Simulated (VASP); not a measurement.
# YMn3 (Pm-3m) in VASP: a series of runs

The runs below take YMn3 through single point, with PBE.

Program: VASP 6.6.1. These are calculated values, not measurements. Logs are shortened: lines on timing, memory, paths and dates and some standing lists are left out, and cuts for length are marked.

### 1 The cell of the first run

Symmetry: Pm-3m, No. 221, cubic system. Conventional cell: a = 4.107 Å, b = 4.107 Å, c = 4.107 Å, α = 90.00°, β = 90.00°, γ = 90.00°. Y (site symmetry m-3m) has 12 Mn at 2.90 Å within 3.8 Å. Within 3.8 Å of Mn (site symmetry 4/mmm) lie 4 Y at 2.90 Å and 8 Mn at 2.90 Å.

### 2 Single point, PBE, collinear spin, ferromagnetic start (17.32 Å³/atom)

INCAR

```
ALGO = Normal
EDIFF = 1E-6
ENCUT = 520
GGA = PE
ISIF = 2
ISMEAR = 0
ISPIN = 2
LASPH = T
LCHARG = F
LMAXMIX = 4
LORBIT = 11
LREAL = F
LWAVE = F
MAGMOM = 0 3.65 3.65 3.65
NBANDS = 37
NELM = 150
PREC = Accurate
SIGMA = 0.05
```

KPOINTS

```
k-points
0
Gamma
  8 8 8
```

POSCAR

```
YMn3
1.0
    4.1069131494      0.0000000000      0.0000000000
    0.0000000000      4.1069131494      0.0000000000
    0.0000000000      0.0000000000      4.1069131494
Y Mn
1 3
Direct
    0.0000000000      0.0000000000      0.0000000000
    0.0000000000      0.5000000000      0.5000000000
    0.5000000000      0.5000000000      0.0000000000
    0.5000000000      0.0000000000      0.5000000000
```

Potentials or basis: VASP PAW PBE potentials, release 64 (Y_sv, Mn_pv).

Command:

```sh
> cat potpaw_PBE.64/Y_sv/POTCAR potpaw_PBE.64/Mn_pv/POTCAR > POTCAR
> mpirun -np 1 vasp_std > vasp.out
```

OUTCAR:

```text
EDIFF = 1E-6
   ENCUT = 520
   GGA = PE
   ISIF = 2
   ISMEAR = 0
   ISPIN = 2
   LASPH = T
   LORBIT = 11
   LREAL = F
   NELM = 150
   PREC = Accurate

 ion  position               nearest neighbor table
   1  0.000  0.000  0.000-   2 2.90   3 2.90   4 2.90   2 2.90   4 2.90   2 2.90   3 2.90   2 2.90
                             3 2.90   4 2.90   4 2.90   3 2.90
   2  0.000  0.500  0.500-   1 2.90   3 2.90   4 2.90   1 2.90   3 2.90   1 2.90   4 2.90   1 2.90
                             3 2.90   4 2.90   3 2.90   4 2.90
   3  0.500  0.500  0.000-   1 2.90   2 2.90   4 2.90   2 2.90   4 2.90   1 2.90   4 2.90   4 2.90
                             1 2.90   2 2.90   2 2.90   1 2.90
   4  0.500  0.000  0.500-   1 2.90   2 2.90   3 2.90   1 2.90   3 2.90   2 2.90   3 2.90   3 2.90
                             1 2.90   2 2.90   1 2.90   2 2.90

  LATTYP: Found a simple cubic cell.
 ALAT       =     4.1069131494

  Lattice vectors:

 A1 = (   4.1069131494,   0.0000000000,   0.0000000000)
 A2 = (   0.0000000000,   4.1069131494,   0.0000000000)
 A3 = (   0.0000000000,   0.0000000000,   4.1069131494)

Analysis of symmetry for initial positions (statically):
=====================================================================
 Subroutine PRICEL returns:
 Original cell was already a primitive cell.

 Routine SETGRP: Setting up the symmetry group for a
 simple cubic supercell.

 Subroutine GETGRP returns: Found 48 space group operations
 (whereof 48 operations were pure point group operations)
 out of a pool of 48 trial point group operations.

The static configuration has the point symmetry O_h .

Analysis of symmetry for dynamics (positions and initial velocities):
=====================================================================
 Subroutine PRICEL returns:
 Original cell was already a primitive cell.

 Routine SETGRP: Setting up the symmetry group for a
 simple cubic supercell.

 Subroutine GETGRP returns: Found 48 space group operations
 (whereof 48 operations were pure point group operations)
 out of a pool of 48 trial point group operations.

The dynamic configuration has the point symmetry O_h .

Analysis of structural, dynamic, and magnetic symmetry:
=====================================================================
 Subroutine PRICEL returns:
 Original cell was already a primitive cell.

 Routine SETGRP: Setting up the symmetry group for a
 simple cubic supercell.

 Subroutine GETGRP returns: Found 48 space group operations
 (whereof 48 operations were pure point group operations)
 out of a pool of 48 trial point group operations.

The overall configuration has the point symmetry O_h .

 Subroutine INISYM returns: Found 48 space group operations
 (whereof 48 operations are pure point group operations),
 and found     1 'primitive' translations

----------------------------------------------------------------------------------------

                                     Primitive cell

  volume of cell :      69.2702

  direct lattice vectors                    reciprocal lattice vectors
     4.106913149  0.000000000  0.000000000     0.243491879  0.000000000  0.000000000
     0.000000000  4.106913149  0.000000000     0.000000000  0.243491879  0.000000000
     0.000000000  0.000000000  4.106913149     0.000000000  0.000000000  0.243491879

  length of vectors
     4.106913149  4.106913149  4.106913149     0.243491879  0.243491879  0.243491879

  position of ions in fractional coordinates (direct lattice)
     0.000000000  0.000000000  0.000000000
     0.000000000  0.500000000  0.500000000
     0.500000000  0.500000000  0.000000000
     0.500000000  0.000000000  0.500000000

  ion indices of the primitive-cell ions
   primitive index   ion index
                 1           1
                 2           2
                 3           3
                 4           4

----------------------------------------------------------------------------------------

 KPOINTS: k-points

Automatic generation of k-mesh.
 Grid dimensions read from file:
 generate k-points for:    8    8    8

 Generating k-lattice:

  Cartesian coordinates                     Fractional coordinates (reciprocal lattice)
     0.030436485  0.000000000  0.000000000     0.125000000  0.000000000  0.000000000
     0.000000000  0.030436485  0.000000000     0.000000000  0.125000000  0.000000000
     0.000000000  0.000000000  0.030436485     0.000000000  0.000000000  0.125000000

  Length of vectors
     0.030436485  0.030436485  0.030436485

  Shift w.r.t. Gamma in fractional coordinates (k-lattice)
     0.000000000  0.000000000  0.000000000

 Subroutine IBZKPT returns following result:
 ===========================================

 Found     35 irreducible k-points:

 Following reciprocal coordinates:
            Coordinates               Weight
  0.000000  0.000000  0.000000      1.000000
  0.125000  0.000000  0.000000      6.000000
  0.250000  0.000000  0.000000      6.000000
  0.375000  0.000000  0.000000      6.000000
  0.500000  0.000000  0.000000      3.000000
  0.125000  0.125000  0.000000     12.000000
[... 16 lines left out ...]
  0.375000  0.375000  0.125000     24.000000
  0.500000  0.375000  0.125000     24.000000
 [... further k-points ...]
   k-points           NKPTS =     35   k-points in BZ     NKDIM =     35   number of bands    NBANDS=     37
   number of dos      NEDOS =    301   number of ions     NIONS =      4
   total plane-waves  NPLWV =  32768
   dimension x,y,z NGX =    32 NGY =   32 NGZ =   32
   dimension x,y,z NGXF=    64 NGYF=   64 NGZF=   64
   ions per type =               1   3
   NGX,Y,Z   is equivalent  to a cutoff of  12.95, 12.95, 12.95 a.u.
   NGXF,Y,Z  is equivalent  to a cutoff of  25.91, 25.91, 25.91 a.u.
 SYSTEM =  unknown system
   PREC   = accura    normal or accurate (medium, high low for compatibility)
   ISTART =      0    job   : 0-new  1-cont  2-samecut
   ICHARG =      2    charge: 1-file 2-atom 10-const
   ISPIN  =      2    spin polarized calculation?
   LNONCOLLINEAR =      F non collinear calculations
   LSORBIT =      F    spin-orbit coupling
   LASPH  =      T    aspherical Exc in radial PAW
   ENCUT  =  520.0 eV  38.22 Ry    6.18 a.u.   7.64  7.64  7.64*2*pi/ulx,y,z
   NELM   =    150;   NELMIN=  2; NELMDL= -5     # of ELM steps
   EDIFF  = 0.1E-05   stopping-criterion for ELM
   LREAL  =      F    real-space projection
[... 7 lines left out ...]
   TEBEG  =    0.0;   TEEND  =   0.0 temperature during run
   PSTRESS=    0.0 pullay stress
   NELECT =      50.0000    total number of electrons
   NUPDOWN=      -1.0000    fix difference up-down
   EMIN   =  10.00;   EMAX   =-10.00  energy-range for DOS
   EFERMI =   0.00;   METHOD = LEGACY
   ISMEAR =     0;   SIGMA  =   0.05  broadening in eV -4-tet -1-fermi 0-gaus
   EFERMI_NEDOS =   21; number of points for ismear=-14 and -15
   IALGO  =     38    algorithm
   IMIX   =      4    mixing-type and parameters
     AMIX     =   0.40;   BMIX     =  1.00
     AMIX_MAG =   1.60;   BMIX_MAG =  1.00
  volume/ion in A,a.u.               =      17.32       116.86
  Fermi-wavevector in a.u.,A,eV,Ry     =   1.468529  2.775118 29.342033  2.156579
  Thomas-Fermi vector in A             =   2.584016
   LORBIT       =     11    0 simple, 1 ext, 2 COOP (PROOUT), +10 PAW based schemes
   GGA     = PE    functional components
   LHFCALC =     F    Hartree Fock is set to
   AEXX    =    0.0000 exact exchange contribution
   IVDW    =     0    specifies the selected vdW correction
   LEPSILON=     F    determine dielectric tensor
   LRPA    =     F    only Hartree local field effects (RPA)
 spin polarized calculation
 Gauss-broadening in eV      SIGMA  =   0.05
  energy-cutoff  :      520.00
  volume of cell :       69.27
 maximum number of plane-waves:      1888
 NGX is ok and might be reduce to    32
   NGX = 15   NGY = 15   NGZ = 15

 number of electron      49.9999979 magnetization      10.2215852

 number of electron      49.9999979 magnetization       9.8596007

 Free energy of the ion-electron system (eV)
  ---------------------------------------------------
  ext. energy  EPLUGINS =         0.00000000
  ---------------------------------------------------
  free energy    TOTEN  =       -31.97825449 eV

  energy without entropy =      -31.97504467  energy(sigma->0) =      -31.97664958

 E-fermi :   6.1003     XC(G=0): -11.5434

 val. band max:        6.0878178888   @ k =   0.5000   0.1250   0.0000
 cond. band min:       6.1119453735   @ k =   0.5000   0.2500   0.1250
 fundamental gap:      0.0241274847
 Fermi energy:         6.1003472753

 spin component 1

 k-point     1 :       0.0000    0.0000    0.0000
  band No.  band energies     occupation
      1     -43.2859      1.00000
      2     -43.2859      1.00000
      3     -43.2859      1.00000
      4     -43.2585      1.00000
      5     -43.2585      1.00000
      6     -43.2585      1.00000
[... 29 lines left out ...]
     36      11.1222      0.00000
     37      11.1222      0.00000

 k-point     2 :       0.1250    0.0000    0.0000
  band No.  band energies     occupation
      1     -43.2845      1.00000
      2     -43.2845      1.00000
      3     -43.2845      1.00000
      4     -43.2590      1.00000
      5     -43.2590      1.00000
      6     -43.2586      1.00000
[... 29 lines left out ...]
     36      11.1803      0.00000
     37      11.1803      0.00000

 k-point     3 :       0.2500    0.0000    0.0000
  band No.  band energies     occupation
      1     -43.2808      1.00000
      2     -43.2807      1.00000
      3     -43.2807      1.00000
      4     -43.2607      1.00000
      5     -43.2607      1.00000
      6     -43.2589      1.00000
[... 29 lines left out ...]
     36      11.5840      0.00000
     37      11.5840      0.00000
[... 761 lines left out ...]
 k-point    23 :       0.3750    0.3750    0.1250
  band No.  band energies     occupation
      1     -43.3032      1.00000
      2     -43.2827      1.00000
      3     -43.2807      1.00000
      4     -43.2534      1.00000
      5     -43.2515      1.00000
      6     -43.2310      1.00000
[... 29 lines left out ...]
     36      11.2535      0.00000
     37      11.8234      0.00000

 k-point    24 :       0.5000    0.3750    0.1250
  band No.  band energies     occupation
      1     -43.3058      1.00000
      2     -43.2821      1.00000
      3     -43.2817      1.00000
      4     -43.2524      1.00000
      5     -43.2504      1.00000
      6     -43.2282      1.00000
[... 29 lines left out ...]
     36      11.1526      0.00000
     37      11.6947      0.00000

 [... further k-points ...]

 spin component 2

 k-point     1 :       0.0000    0.0000    0.0000
  band No.  band energies     occupation
      1     -39.8359      1.00000
      2     -39.8359      1.00000
      3     -39.8359      1.00000
      4     -39.8001      1.00000
      5     -39.8001      1.00000
      6     -39.8001      1.00000
[... 29 lines left out ...]
     36      11.9615      0.00000
     37      11.9616      0.00000

 k-point     2 :       0.1250    0.0000    0.0000
  band No.  band energies     occupation
      1     -39.8341      1.00000
      2     -39.8340      1.00000
      3     -39.8340      1.00000
      4     -39.8008      1.00000
      5     -39.8008      1.00000
      6     -39.8003      1.00000
[... 29 lines left out ...]
     36      11.9996      0.00000
     37      11.9996      0.00000

 k-point     3 :       0.2500    0.0000    0.0000
  band No.  band energies     occupation
      1     -39.8296      1.00000
      2     -39.8291      1.00000
      3     -39.8291      1.00000
      4     -39.8029      1.00000
      5     -39.8029      1.00000
      6     -39.8008      1.00000
[... 29 lines left out ...]
     36      12.4621      0.00000
     37      12.4621      0.00000
[... 761 lines left out ...]
 k-point    23 :       0.3750    0.3750    0.1250
  band No.  band energies     occupation
      1     -39.8546      1.00000
      2     -39.8295      1.00000
      3     -39.8268      1.00000
      4     -39.7950      1.00000
      5     -39.7924      1.00000
      6     -39.7684      1.00000
[... 29 lines left out ...]
     36      12.2431      0.00000
     37      12.6592      0.00000

 k-point    24 :       0.5000    0.3750    0.1250
  band No.  band energies     occupation
      1     -39.8577      1.00000
      2     -39.8283      1.00000
      3     -39.8281      1.00000
      4     -39.7937      1.00000
      5     -39.7911      1.00000
      6     -39.7651      1.00000
[... 29 lines left out ...]
     36      12.2673      0.00000
     37      12.4293      0.00000

 [... further k-points ...]
[... 5 lines left out ...]
  --------------------------------------------------------------------------------------
  -------------------------------------------------------------------------------------
  Total       -0.0463397     -0.0463397     -0.0463397      0.0000000      0.0000000     -0.0000000
  in kB       -1.0718098     -1.0718098     -1.0718098      0.0000000      0.0000000     -0.0000000
  external PRESSURE =      -1.0718098 kB  Pullay stress =       0.0000000 kB

 VOLUME and BASIS-vectors are now :
 -----------------------------------------------------------------------------
  energy-cutoff  :      520.00
  volume of cell :       69.27
      direct lattice vectors                 reciprocal lattice vectors
     4.106913149  0.000000000  0.000000000     0.243491879  0.000000000  0.000000000
     0.000000000  4.106913149  0.000000000     0.000000000  0.243491879  0.000000000
     0.000000000  0.000000000  4.106913149     0.000000000  0.000000000  0.243491879

 POSITION                                       TOTAL-FORCE (eV/Angst)
 -----------------------------------------------------------------------------------
      0.00000      0.00000      0.00000         0.000000      0.000000      0.000000
      0.00000      2.05346      2.05346         0.000000      0.000000      0.000000
      2.05346      2.05346      0.00000         0.000000      0.000000      0.000000
      2.05346      0.00000      2.05346         0.000000      0.000000      0.000000
 -----------------------------------------------------------------------------------
    total drift:                                0.000000     -0.000000     -0.000000

  FREE ENERGIE OF THE ION-ELECTRON SYSTEM (eV)
  ---------------------------------------------------
  free  energy   TOTEN  =       -31.9782544853 eV

  energy  without entropy=      -31.9750446716  energy(sigma->0) =      -31.97664958

 total charge

# of ion       s       p       d       f       tot
--------------------------------------------------
    1        2.305   6.383   1.249   0.052   9.990
    2        0.338   6.204   4.997   0.000  11.540
    3        0.338   6.204   4.997   0.000  11.540
    4        0.338   6.204   4.997   0.000  11.540
--------------------------------------------------
tot          3.321  24.995  16.242   0.052  44.609

 magnetization (x)

# of ion       s       p       d       f       tot
--------------------------------------------------
    1       -0.029   0.032  -0.233   0.012  -0.218
    2        0.007   0.010   3.242   0.000   3.259
    3        0.007   0.010   3.242   0.000   3.259
    4        0.007   0.010   3.242   0.000   3.259
--------------------------------------------------
tot         -0.009   0.063   9.494   0.012   9.559
```

Run time: 3.3 min. Hardware: 1 thread of Intel Xeon Platinum 8488C (Sapphire Rapids), shared host; peak memory 0.29 GiB.

Results:

```
Free energy                                           : -31.9783 eV
Pressure                                              : -0.1 GPa
Net moment                                            : 9.86 μB per cell
Site moments                                          : Y -0.22; Mn +3.26 μB
Valence electrons inside the program's atomic spheres : Y 9.99; Mn 11.54
```

[end of part 1 of 2]
